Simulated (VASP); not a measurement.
A run of VASP 6.6.1:

Contents of INCAR:

```
PREC = Accurate
ENCUT = 520
EDIFF = 1E-6
ISMEAR = -1
SIGMA = 0.05
LREAL = F
LASPH = T
NELM = 100
ALGO = Normal
ISIF = 2
LWAVE = F
LCHARG = F
GGA = CA
NBANDS = 16
```

KPOINTS

```
Automatic mesh
0
Gamma
  8 8 8
```

POSCAR

```
InP
1.0
    0.0000000000      2.9305000000      2.9305000000
    2.9305000000      0.0000000000      2.9305000000
    2.9305000000      2.9305000000      0.0000000000
In P
1 1
Direct
    0.0000000000      0.0000000000      0.0000000000
    0.7500000000      0.7500000000      0.7500000000
```

Potentials or basis: VASP PAW LDA potentials, release 64 (In_d, P).

Launch:

```bash
$ cat potpaw_LDA.64/In_d/POTCAR potpaw_LDA.64/P/POTCAR > POTCAR
$ mpirun -np 1 vasp_std > vasp.out
```

Hardware: 1 thread of Intel(R) Xeon(R) 6975P-C (Granite Rapids) (shared host).

Question: How long does it take, and how much memory?

Answer: Run time: 12 s on 1 thread of Intel(R) Xeon(R) 6975P-C (Granite Rapids) (shared host), peak memory 0.16 GiB. Counts: scf iterations 13, k points 29.
